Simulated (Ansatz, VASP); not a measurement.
**Two plane-wave programs on SiC**

INCAR

```
SYSTEM = SiC
PREC = Accurate
ENCUT = 520
EDIFF = 1E-8
ISMEAR = -1
SIGMA = 0.05
LREAL = .FALSE.
LASPH = .TRUE.
NELM = 60
ALGO = Normal
ISIF = 2
LWAVE = .FALSE.
LCHARG = .FALSE.
GGA = PE
LEFG = .TRUE.
NBANDS = 11
```

KPOINTS

```
regular mesh
0
G
  13 13 13
  0 0 0
```

File POSCAR:

```
SiC
1.0
    0.0000000000      2.0022373133      2.0022373133
    2.0022373133      0.0000000000      2.0022373133
    2.0022373133      2.0022373133      0.0000000000
Si C
1 1
Direct
    0.0000000000      0.0000000000      0.0000000000
    0.5000000000      0.5000000000      0.5000000000
```

Input for Ansatz:

```yaml
crystal:
  lattice:
    - [0.0, 2.0022373133, 2.0022373133]
    - [2.0022373133, 0.0, 2.0022373133]
    - [2.0022373133, 2.0022373133, 0.0]
  atoms:
    - { symbol: Si, position: [0.0, 0.0, 0.0] }
    - { symbol: C, position: [0.5, 0.5, 0.5] }
kpoints:
  mp_grid: { grid: [13, 13, 13] }
scf:
  occupations: { method: fermi_dirac, width: 0.05 }
hamiltonian:
  xc: pbe
  pseudopotentials: { kind: paw }
output:
  forces: true
  stress: true
  eigenvalues: true
  efg: { contact_densities: true }
```

Change from the starting cell: volume scaled by 0.96, PAW files.

Alike in both runs: task electric field gradients; functional PBE; k mesh 13 × 13 × 13; occupations fermi-dirac, width 0.05 eV; no spin polarisation.

|  | VASP | Ansatz |
| --- | --- | --- |
| version | VASP 6.6.1 | Ansatz 0.2.0 |
| potentials or method | VASP PAW PBE potentials, release 64 (Si, C) | PAW with Ansatz's default frozen-core files, scalar-relativistic |
| plane-wave cutoff (eV) | 520 | 420 |
| valence electrons in the cell | 8 | 8 |

```csv
,VASP,Ansatz,Ansatz less VASP
pressure (GPa),10.7,10.5,-0.19
```
